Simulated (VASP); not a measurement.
The system is B3As.

```
B As
1.0
     3.76514    0.00000    0.00000
     0.00000    3.76514    0.00000
     0.00000    0.00000    3.76514
B As
3 1
Cartesian
  1.8826 0.0000 0.0000
  0.0000 1.8826 0.0000
  0.0000 0.0000 1.8826
  0.0000 0.0000 0.0000
```

```yaml
Program: VASP 6.6.1
Task: relaxation of cell and atoms
Functional: PBE
Potentials_or_basis: VASP PAW PBE potentials, release 64 (B, As)
Cutoff: 600 eV
k_mesh: 4 × 4 × 4
Occupations: gaussian, width 0.1 eV
Spin: no spin polarisation
```

At the start: pressure 36.5 GPa; volume 13.34 Å³/atom.

Task: How do energy, volume and symmetry change on relaxing?

Result: Over 4 steps the energy falls by 373.6 meV/atom and the volume is 17.89 Å³/atom (+34.0 %); space group Pm-3m (No. 221, to 0.05 Å).

The path:
| step | energy change (eV) | largest force (eV/Å) | pressure (GPa) | volume (Å³) |
| --- | --- | --- | --- | --- |
| 1 | 0.0000 | 0.0000 | 36.54 | 53.38 |
| 2 | -1.3484 | 0.0000 | -5.01 | 80.51 |
| 3 | -1.4927 | 0.0000 | 0.57 | 70.69 |
| 4 | -1.4943 | 0.0000 | 0.05 | 71.55 |

Final structure:
```
B As
1.0
     4.15143    0.00000    0.00000
     0.00000    4.15143    0.00000
     0.00000    0.00000    4.15143
B As
3 1
Cartesian
  2.0757 0.0000 0.0000
  0.0000 2.0757 0.0000
  0.0000 0.0000 2.0757
  0.0000 0.0000 0.0000
```

Caveat: the k points lie up to 0.38 Å⁻¹ apart in the final cell; the volume moved by over 15 % at a fixed basis, so the end points are rough.
